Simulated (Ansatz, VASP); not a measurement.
**NaH: VASP beside Ansatz**

POSCAR

```
NaH
1.0
    0.0000000000      2.3169084033      2.4116699570
    2.3169084033      0.0000000000      2.4116699570
    2.3169084033      2.3169084033      0.0000000000
Na H
1 1
Direct
    0.0000000000      0.0000000000      0.0000000000
    0.5000000000      0.5000000000      0.5000000000
```

File INCAR.step1:

```
PREC     = Accurate       # precision mode
ENCUT    = 520            # plane-wave cutoff, eV
ISMEAR   = -1             # smearing method
SIGMA    = 0.2            # smearing width, eV
LREAL    = False          # projectors in reciprocal space
LASPH    = True           # aspherical terms in the spheres
NELM     = 80             # most SCF steps
NBANDS   = 11             # bands
GGA      = PE             # functional
ALGO     = Normal         # electronic algorithm
EDIFF    = 1E-4           # SCF threshold, eV
LWAVE    = True           # write WAVECAR
LCHARG   = False          # write CHGCAR
```

Contents of INCAR.step2:

```
PREC     = Accurate       # precision mode
ENCUT    = 520            # plane-wave cutoff, eV
EDIFF    = 1E-6           # SCF threshold, eV
ISMEAR   = -1             # smearing method
SIGMA    = 0.2            # smearing width, eV
LREAL    = False          # projectors in reciprocal space
LASPH    = True           # aspherical terms in the spheres
NELM     = 80             # most SCF steps
ALGO     = Normal         # electronic algorithm
ISIF     = 2              # what is computed and relaxed
LWAVE    = False          # write WAVECAR
LCHARG   = False          # write CHGCAR
METAGGA  = R2SCAN         # meta-GGA
LMIXTAU  = True         
NBANDS   = 11             # bands
ISTART   = 1
```

File KPOINTS:

```
regular mesh
0
Gamma
  10 10 10
```

Input for Ansatz:

```yaml
crystal:
  lattice:
    - [0.0, 2.3169084033, 2.411669957]
    - [2.3169084033, 0.0, 2.411669957]
    - [2.3169084033, 2.3169084033, 0.0]
  atoms:
    - { symbol: Na, position: [0.0, 0.0, 0.0] }
    - { symbol: H, position: [0.5, 0.5, 0.5] }
basis:
  ecutwfc: 520.0
kpoints:
  mp_grid: { grid: [10, 10, 10] }
hamiltonian:
  xc: r2scan
scf:
  occupations: { method: fermi_dirac, width: 0.2 }
output:
  forces: true
  stress: true
  eigenvalues: true
```

Alike in both runs: task single point; functional r2SCAN; k mesh 10 × 10 × 10; occupations fermi-dirac, width 0.2 eV; no spin polarisation.

```csv
,VASP,Ansatz
version,VASP 6.6.1,Ansatz 0.2.0
potentials or method,"VASP PAW PBE potentials, release 64 (Na_pv, H), cutoff 520 eV","scalar-relativistic, plane waves, PAW"
valence electrons in the cell,8,10
```

|  | VASP | Ansatz | Ansatz less VASP |
| --- | --- | --- | --- |
| gap on the k mesh at the Fermi level (eV) | 4.51 | 4.50 | -0.012 |
| least direct gap on the mesh (eV) | 5.37 | 5.34 | -0.024 |
| pressure (GPa) | 1.6 | 1.8 | +0.17 |
| traceless stress, the component that is largest in VASP (GPa) | -1.33 | -1.24 | +0.096 |

VASP's potentials were made for PBE, not for r2SCAN. VASP's potentials hold 8 valence electrons a cell and Ansatz's 10, so a difference there can come from the potentials and not from the codes.
